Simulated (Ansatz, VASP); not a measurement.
# Cd: VASP beside Ansatz

The input INCAR:

```
SYSTEM = Cd
ALGO = Normal ; EDIFF = 1E-6
ENCUT = 520 ; GGA = PS
ISIF = 2 ; ISMEAR = -1
LASPH = .TRUE. ; LCHARG = .FALSE.
LREAL = .FALSE. ; LWAVE = .FALSE.
NBANDS = 12 ; NELM = 100
PREC = Accurate ; SIGMA = 0.08
```

The input KPOINTS:

```
k-points
0
G
  17 17 17
  0 0 0
```

POSCAR

```
Cd
1.0
    0.0000000000      1.9241508252      1.9241508252
    1.9241508252      0.0000000000      1.9241508252
    1.9241508252      1.9241508252      0.0000000000
Cd
1
Direct
    0.0000000000      0.0000000000      0.0000000000
```

Input for Ansatz:

```yaml
crystal:
  lattice:
    - [0.0, 1.9241508252, 1.9241508252]
    - [1.9241508252, 0.0, 1.9241508252]
    - [1.9241508252, 1.9241508252, 0.0]
  atoms:
    - { symbol: Cd, position: [0.0, 0.0, 0.0] }
kpoints:
  mp_grid: { grid: [17, 17, 17] }
  band_path:
    path:
      - [0.0, 0.0, 0.0]
      - [0.5, 0.0, 0.5]
      - [0.625, 0.25, 0.625]
      - [0.375, 0.375, 0.75]
      - [0.0, 0.0, 0.0]
      - [0.5, 0.5, 0.5]
      - [0.5, 0.25, 0.75]
      - [0.5, 0.0, 0.5]
    npoints: 8
scf:
  occupations: { method: fermi_dirac, width: 0.08 }
hamiltonian:
  xc: pbesol
  pseudopotentials: { kind: paw }
output:
  forces: true
  stress: true
  eigenvalues: true
  populations: true
  dos: { projected: true, de: 0.2, e_range: [-14, 8] }
```

Change from the starting cell: volume scaled by 0.68, PAW files.

Alike in both runs: task single point; functional PBEsol; k mesh 17 × 17 × 17; occupations fermi-dirac, width 0.08 eV; no spin polarisation.

```csv
,VASP,Ansatz
version,VASP 6.6.1,Ansatz 0.2.0
potentials or method,"VASP PAW PBE potentials, release 64 (Cd)","PAW with Ansatz's default frozen-core files, scalar-relativistic"
plane-wave cutoff (eV),520,420
valence electrons in the cell,12,20
```

```csv
,VASP,Ansatz,Ansatz less VASP
pressure (GPa),69.0,66.4,-2.58
```

VASP's potentials were made for PBE, not for PBEsol. Both programs put the cell under a high pressure, so it lies far from rest at this level. VASP's potentials hold 12 valence electrons a cell and Ansatz's 20, so a difference there can come from the potentials and not from the codes.

Noted on VASP's run: the cell as given lies far from equilibrium.
